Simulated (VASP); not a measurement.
# PtSe2 (C2/m) in VASP: further runs, part 2 of 3

VASP 6.6.1.

**3. Single point, PBE+D3(BJ) (normal strain along x +0.1500, normal strain along y +0.0000)**

INCAR reads:

```
SYSTEM = PtSe2
PREC     = Accurate       ! precision mode
ENCUT    = 520            ! plane-wave cutoff, eV
EDIFF    = 1E-6           ! SCF threshold, eV
ISMEAR   = 0              ! smearing method
SIGMA    = 0.15           ! smearing width, eV
LREAL    = .FALSE.        ! projectors in reciprocal space
LASPH    = .TRUE.         ! aspherical terms in the spheres
NELM     = 60             ! most SCF steps
ALGO     = Normal         ! electronic algorithm
ISIF     = 2              ! what is computed and relaxed
LWAVE    = .FALSE.        ! write WAVECAR
LCHARG   = .FALSE.        ! write CHGCAR
GGA      = PE             ! functional
IVDW     = 12             ! dispersion correction
NBANDS   = 18             ! bands
```

KPOINTS reads:

```
regular mesh
0
G
  12 12 8
  0 0 0
```

POSCAR reads:

```
PtSe2
1.0
    4.3372285822      0.0000000000      0.0000000000
   -2.1686142911      3.2662175080      0.0000000000
    0.0000000000      0.0000000000      4.8219239451
Pt Se
1 2
Direct
    0.0000000000      0.0000000000      0.0000000000
    0.3333333333      0.6666666667      0.2655211092
    0.6666666667      0.3333333333      0.7344788908
```

Potentials or basis: VASP PAW PBE potentials, release 64 (Pt, Se).

Command:

```bash
$ cat potpaw_PBE.64/Pt/POTCAR potpaw_PBE.64/Se/POTCAR > POTCAR
$ mpirun -np 1 vasp_std > vasp.out
```

OUTCAR:

```text
SYSTEM = PtSe2
   PREC = Accurate
   ENCUT = 520
   EDIFF = 1E-6
   ISMEAR = 0
   LREAL = .FALSE.
   LASPH = .TRUE.
   NELM = 60
   ISIF = 2
   GGA = PE
   IVDW = 12
 IVDW          = 12

 ion  position               nearest neighbor table
   1  0.000  0.000  0.000-   2 2.53   3 2.53   3 2.74   2 2.74   3 2.74   2 2.74
   2  0.333  0.667  0.266-   1 2.53   1 2.74   1 2.74
   3  0.667  0.333  0.734-   1 2.53   1 2.74   1 2.74

  Warning from LATTYP: Monoclinic adjustment (A1->A3, A2->A1, A3->A2)!
  LATTYP: Found a base centered orthorhombic cell.
 ALAT       =     4.3372285822
 B/A-ratio  =     1.5061311370
 C/A-ratio  =     1.1117523215

  Lattice vectors:

 A1 = (   2.1686142911,  -3.2662175080,   0.0000000000)
 A2 = (   2.1686142911,   3.2662175080,   0.0000000000)
 A3 = (   0.0000000000,   0.0000000000,   4.8219239451)

Analysis of symmetry for initial positions (statically):
=====================================================================
 Subroutine PRICEL returns:
 Original cell was already a primitive cell.

 Routine SETGRP: Setting up the symmetry group for a
 base centered orthorhombic supercell.

 Subroutine GETGRP returns: Found  4 space group operations
 (whereof  4 operations were pure point group operations)
 out of a pool of  8 trial point group operations.

The static configuration has the point symmetry C_2h.

Analysis of symmetry for dynamics (positions and initial velocities):
=====================================================================
 Subroutine PRICEL returns:
 Original cell was already a primitive cell.

 Routine SETGRP: Setting up the symmetry group for a
 base centered orthorhombic supercell.

 Subroutine GETGRP returns: Found  4 space group operations
 (whereof  4 operations were pure point group operations)
 out of a pool of  8 trial point group operations.

The dynamic configuration has the point symmetry C_2h.

 Subroutine INISYM returns: Found  4 space group operations
 (whereof  4 operations are pure point group operations),
 and found     1 'primitive' translations

----------------------------------------------------------------------------------------

                                     Primitive cell

  volume of cell :      68.3090

  direct lattice vectors                    reciprocal lattice vectors
     4.337228582  0.000000000  0.000000000     0.230561978  0.153082273  0.000000000
    -2.168614291  3.266217508  0.000000000     0.000000000  0.306164546  0.000000000
     0.000000000  0.000000000  4.821923945     0.000000000  0.000000000  0.207386100

  length of vectors
     4.337228582  3.920594949  4.821923945     0.276754418  0.306164546  0.207386100

  position of ions in fractional coordinates (direct lattice)
     0.000000000  0.000000000  0.000000000
     0.333333333  0.666666667  0.265521109
     0.666666667  0.333333333  0.734478891

  ion indices of the primitive-cell ions
   primitive index   ion index
                 1           1
                 2           2
                 3           3

----------------------------------------------------------------------------------------

 KPOINTS: regular mesh

Automatic generation of k-mesh.
 Grid dimensions read from file:
 generate k-points for:   12   12    8

 Generating k-lattice:

  Cartesian coordinates                     Fractional coordinates (reciprocal lattice)
     0.019213498  0.012756856  0.000000000     0.083333333  0.000000000  0.000000000
     0.000000000  0.025513712  0.000000000     0.000000000  0.083333333  0.000000000
     0.000000000  0.000000000  0.025923262     0.000000000  0.000000000  0.125000000

  Length of vectors
     0.023062868  0.025513712  0.025923262

  Shift w.r.t. Gamma in fractional coordinates (k-lattice)
     0.000000000  0.000000000  0.000000000

 Subroutine IBZKPT returns following result:
 ===========================================

 Found    320 irreducible k-points:

 Following reciprocal coordinates:
            Coordinates               Weight
  0.000000  0.000000  0.000000      1.000000
  0.083333  0.000000  0.000000      4.000000
  0.166667 -0.000000  0.000000      4.000000
  0.250000  0.000000  0.000000      4.000000
  0.333333 -0.000000  0.000000      4.000000
  0.416667 -0.000000  0.000000      4.000000
[... 16 lines left out ...]
  0.333333  0.166667  0.000000      4.000000
  0.416667  0.166667  0.000000      4.000000
 [... further k-points ...]
   k-points           NKPTS =    320   k-points in BZ     NKDIM =    320   number of bands    NBANDS=     18
   number of dos      NEDOS =    301   number of ions     NIONS =      3
   total plane-waves  NPLWV =  34560
   dimension x,y,z NGX =    32 NGY =   30 NGZ =   36
   dimension x,y,z NGXF=    64 NGYF=   60 NGZF=   72
   ions per type =               1   2
   NGX,Y,Z   is equivalent  to a cutoff of  12.27, 12.72, 12.41 a.u.
   NGXF,Y,Z  is equivalent  to a cutoff of  24.53, 25.44, 24.82 a.u.
 SYSTEM =  PtSe2
   PREC   = accura    normal or accurate (medium, high low for compatibility)
   ISTART =      0    job   : 0-new  1-cont  2-samecut
   ICHARG =      2    charge: 1-file 2-atom 10-const
   ISPIN  =      1    spin polarized calculation?
   LNONCOLLINEAR =      F non collinear calculations
   LSORBIT =      F    spin-orbit coupling
   LASPH  =      T    aspherical Exc in radial PAW
   ENCUT  =  520.0 eV  38.22 Ry    6.18 a.u.   8.06  7.29  8.97*2*pi/ulx,y,z
   NELM   =     60;   NELMIN=  2; NELMDL= -5     # of ELM steps
   EDIFF  = 0.1E-05   stopping-criterion for ELM
   LREAL  =      F    real-space projection
   EDIFFG = 0.1E-04   stopping-criterion for IOM
   NSW    =      0    number of steps for IOM
   IBRION =     -1    ionic relax: 0-MD 1-quasi-New 2-CG
   NFREE  =      0    steps in history (QN), initial steepest desc. (CG)
   ISIF   =      2    stress and relaxation
   ISYM   =      2    0-nonsym 1-usesym 2-fastsym
   POTIM  = 0.5000    time-step for ionic-motion
   TEBEG  =    0.0;   TEEND  =   0.0 temperature during run
   PSTRESS=    0.0 pullay stress
   NELECT =      22.0000    total number of electrons
   NUPDOWN=      -1.0000    fix difference up-down
   EMIN   =  10.00;   EMAX   =-10.00  energy-range for DOS
   EFERMI =   0.00;   METHOD = LEGACY
   ISMEAR =     0;   SIGMA  =   0.15  broadening in eV -4-tet -1-fermi 0-gaus
   EFERMI_NEDOS =   21; number of points for ismear=-14 and -15
   IALGO  =     38    algorithm
   IMIX   =      4    mixing-type and parameters
     AMIX     =   0.40;   BMIX     =  1.00
     AMIX_MAG =   1.60;   BMIX_MAG =  1.00
  volume/ion in A,a.u.               =      22.77       153.66
  Fermi-wavevector in a.u.,A,eV,Ry     =   1.122164  2.120583 17.133175  1.259253
  Thomas-Fermi vector in A             =   2.258823
   LORBIT       =      0    0 simple, 1 ext, 2 COOP (PROOUT), +10 PAW based schemes
   GGA     = PE    functional components
   LHFCALC =     F    Hartree Fock is set to
   AEXX    =    0.0000 exact exchange contribution
   IVDW    =    12    specifies the selected vdW correction
   LEPSILON=     F    determine dielectric tensor
   LRPA    =     F    only Hartree local field effects (RPA)
 non-spin polarized calculation
 Gauss-broadening in eV      SIGMA  =   0.15
  energy-cutoff  :      520.00
  volume of cell :       68.31
 maximum number of plane-waves:      1854
   NGX = 17   NGY = 15   NGZ = 17

 number of electron      22.0000001 magnetization

 Free energy of the ion-electron system (eV)
  ---------------------------------------------------
  ext. energy  EPLUGINS =         0.00000000
  ---------------------------------------------------
  free energy    TOTEN  =       -13.67086992 eV

  energy without entropy =      -13.65885799  energy(sigma->0) =      -13.66486396

 E-fermi :   4.7131     XC(G=0): -10.1646

 val. band max:        4.7115364682   @ k =   0.0833   0.0000   0.1250
 cond. band min:       4.7240342174   @ k =  -0.3333   0.0833   0.3750
 fundamental gap:      0.0124977492
 Fermi energy:         4.7131384922

 k-point     1 :       0.0000    0.0000    0.0000
  band No.  band energies     occupation
      1      -9.7064      2.00000
      2      -7.2248      2.00000
      3      -0.9445      2.00000
      4      -0.3344      2.00000
      5      -0.3232      2.00000
      6       1.7796      2.00000
[... 481 lines left out ...]
      5       0.7176      2.00000
      6       0.9614      2.00000
[... 10 lines left out ...]
     17      13.3073      0.00000
     18      13.9899      0.00000

 [... further k-points ...]

------------------------ aborting loop because EDIFF is reached ----------------------------------------

 Edisp (eV)   -1.27496

 E8    (eV) :    -0.5485

  FORCE on cell =-STRESS in cart. coord.  units (eV):
  Direction    XX          YY          ZZ          XY          YZ          ZX
  --------------------------------------------------------------------------------------
  -------------------------------------------------------------------------------------
  Total      -9.19715    -3.51579    -3.09971     0.00000     1.07145     0.00000
  in kB    -215.71795   -82.46241   -72.70332     0.00000    25.13080     0.00000
  external pressure =     -123.63 kB  Pullay stress =        0.00 kB

 VOLUME and BASIS-vectors are now :
 -----------------------------------------------------------------------------
  energy-cutoff  :      520.00
  volume of cell :       68.31
      direct lattice vectors                 reciprocal lattice vectors
     4.337228582  0.000000000  0.000000000     0.230561978  0.153082273  0.000000000
    -2.168614291  3.266217508  0.000000000     0.000000000  0.306164546  0.000000000
     0.000000000  0.000000000  4.821923945     0.000000000  0.000000000  0.207386100

 POSITION                                       TOTAL-FORCE (eV/Angst)
 -----------------------------------------------------------------------------------
      0.00000      0.00000      0.00000         0.000000      0.000000      0.000000
     -0.00000      2.17748      1.28032        -0.000000      0.079950     -0.825484
      2.16861      1.08874      3.54160         0.000000     -0.079950      0.825484
 -----------------------------------------------------------------------------------
    total drift:                                0.000000     -0.000000      0.000000

  FREE ENERGIE OF THE ION-ELECTRON SYSTEM (eV)
  ---------------------------------------------------
  free  energy   TOTEN  =       -14.9458265937 eV

  energy  without entropy=      -14.9338146619  energy(sigma->0) =      -14.93982063
```

Run time: 2.4 min. Hardware: 1 thread of Intel Xeon 6975P-C (Granite Rapids), shared host; peak memory 0.5 GiB.

What came out:

```
Free energy                : -14.9458 eV
Pressure                   : -12.4 GPa
Largest force              : 0.829 eV/Å
Band gap on the k mesh     : zero (band 11 reaches 5.48 eV, above the bottom of band 12 at 4.54 eV)
Dispersion energy per atom : -0.425 eV
```

Forces on the atoms (eV/Å):
```
Pt   0.000  0.000  0.000
Se   0.000  0.080 -0.825
Se   0.000 -0.080  0.825
```

Levels at points of the mesh, in eV from the Fermi level:
```tsv
k point	band 9	band 10	band 11	band 12	band 13	band 14
(0.00, 0.00, 0.00)	-0.95	-0.59	0.76	0.80	0.87	3.35
(0.50, 0.00, 0.00)	-2.48	-2.41	-2.27	0.39	2.31	5.08
(0.00, 0.50, 0.00)	-2.56	-2.51	-2.20	0.70	1.95	3.89
(0.00, 0.00, 0.50)	-1.59	-1.53	-1.15	1.79	1.89	5.03
(0.50, 0.00, 0.50)	-2.41	-1.78	-0.51	0.69	1.23	4.62
(0.00, 0.50, 0.50)	-2.46	-2.06	-0.89	0.37	0.88	4.88
```

Caveat: the cell differs from its parent crystal (normal strain along x +0.1500, normal strain along y +0.0000); spin-orbit coupling is left out, which moves the levels of the heavy elements; pairwise dispersion overbinds metals, which lowers pressure and volume.

**4. Single point, PBE+D3(BJ) (normal strain along x +0.0750, normal strain along y +0.1500)**

INCAR reads:

```
SYSTEM = PtSe2
PREC = Accurate
ENCUT = 520
EDIFF = 1E-7
ISMEAR = 0
SIGMA = 0.15
LREAL = .FALSE.
LASPH = .TRUE.
NELM = 80
ALGO = Normal
ISIF = 2
LWAVE = .FALSE.
LCHARG = .FALSE.
GGA = PE
IVDW = 12
NBANDS = 18
```

KPOINTS reads:

```
Automatic mesh
0
G
  12 12 8
  0 0 0
```

POSCAR reads:

```
PtSe2
1.0
    4.0543658486      0.0000000000      0.0000000000
   -2.0271829243      3.7561501342      0.0000000000
    0.0000000000      0.0000000000      4.8219239451
Pt Se
1 2
Direct
    0.0000000000      0.0000000000      0.0000000000
    0.3333333333      0.6666666667      0.2655211092
    0.6666666667      0.3333333333      0.7344788908
```

Command:

```bash
$ cat potpaw_PBE.64/Pt/POTCAR potpaw_PBE.64/Se/POTCAR > POTCAR
$ mpirun -np 1 vasp_std > vasp.out
```

It took 2.3 min on 1 thread of Intel Xeon 6975P-C (Granite Rapids), shared host; peak memory 0.51 GiB.

The run converged. Its results:

```
Free energy                : -14.5132 eV
Pressure                   : -16.8 GPa
Largest force              : 1.170 eV/Å
Band gap on the k mesh     : zero (band 11 reaches 4.55 eV, above the bottom of band 12 at 3.75 eV)
Dispersion energy per atom : -0.395 eV
```

Forces on the atoms (eV/Å):
```
Pt   0.000  0.000  0.000
Se   0.000  0.162 -1.159
Se   0.000 -0.162  1.159
```

Stress tensor (GPa, compression positive):
```
-18.10   0.00   0.00
  0.00 -22.38   0.24
  0.00   0.24  -9.98
```

Levels at points of the mesh, in eV from the Fermi level:
```tsv
k point	band 7	band 8	band 9	band 10	band 11	band 12	band 13	band 14	band 15	band 16
(0.00, 0.00, 0.00)	-2.38	-1.53	-0.83	-0.63	0.70	0.74	0.85	2.66	4.00	6.84
(0.50, 0.00, 0.00)	-2.46	-2.32	-2.23	-2.19	-2.07	0.45	1.96	4.15	6.27	7.30
(0.00, 0.50, 0.00)	-2.71	-2.30	-2.25	-2.24	-2.09	0.36	2.12	4.66	6.79	7.36
(0.00, 0.00, 0.50)	-2.44	-2.02	-1.42	-1.41	-1.31	1.63	1.85	4.80	5.06	6.06
(0.50, 0.00, 0.50)	-2.31	-2.13	-2.01	-1.97	-0.55	0.50	0.86	4.38	5.46	9.00
(0.00, 0.50, 0.50)	-2.28	-2.19	-2.10	-1.67	-0.39	0.70	0.81	4.34	5.55	8.97
```

Caveat: the cell differs from its parent crystal (normal strain along x +0.0750, normal strain along y +0.1500); spin-orbit coupling is left out, which moves the levels of the heavy elements; pairwise dispersion overbinds metals, which lowers pressure and volume; forces of over 1 eV/Å act on the atoms, so gaps and moduli don't describe the material at rest.

(Continued in part 3 of 3.)
